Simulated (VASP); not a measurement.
YAu, 2 atoms in the cell. Symmetry: Pm-3m, No. 221, cubic system. The conventional cell has a = 3.538 Å, b = 3.538 Å, c = 3.538 Å, α = 90.00°, β = 90.00°, γ = 90.00°. Within 4.0 Å of Y (site symmetry m-3m) lie 8 Au at 3.06 Å and 6 Y at 3.54 Å. Within 4.0 Å of Au (site symmetry m-3m) lie 8 Y at 3.06 Å and 6 Au at 3.54 Å. 

```yaml
Program: VASP 6.6.1
Task: relaxation of the atoms
Functional: r2SCAN
Potentials_or_basis: VASP PAW PBE potentials, release 64 (Y_sv, Au)
Cutoff: 520 eV
k_mesh: 9 × 9 × 9
Occupations: fermi-dirac, width 0.1 eV
Spin: no spin polarisation
Dipole_correction: no
Further_INCAR_settings: ALGO = Normal; EDIFF = 1e-07; IBRION = 2; EDIFFG = -0.01; NSW = 50
```

Potentials or basis: VASP PAW PBE potentials, release 64 (Y_sv, Au).

Launch:

```sh
$ cat potpaw_PBE.64/Y_sv/POTCAR potpaw_PBE.64/Au/POTCAR > POTCAR
$ cp INCAR.step1 INCAR
$ mpirun -np 1 vasp_std > vasp.out
$ cp INCAR.step2 INCAR
$ mpirun -np 1 vasp_std > vasp.out
```

Hardware: 1 thread of Intel(R) Xeon(R) Platinum 8488C (Sapphire Rapids) (shared host).

Estimate the wall time of this run.

It took 60 s on 1 thread of Intel(R) Xeon(R) Platinum 8488C (Sapphire Rapids), on a shared host, peak memory 0.2 GiB. Counts: k points 35, ion steps 1.
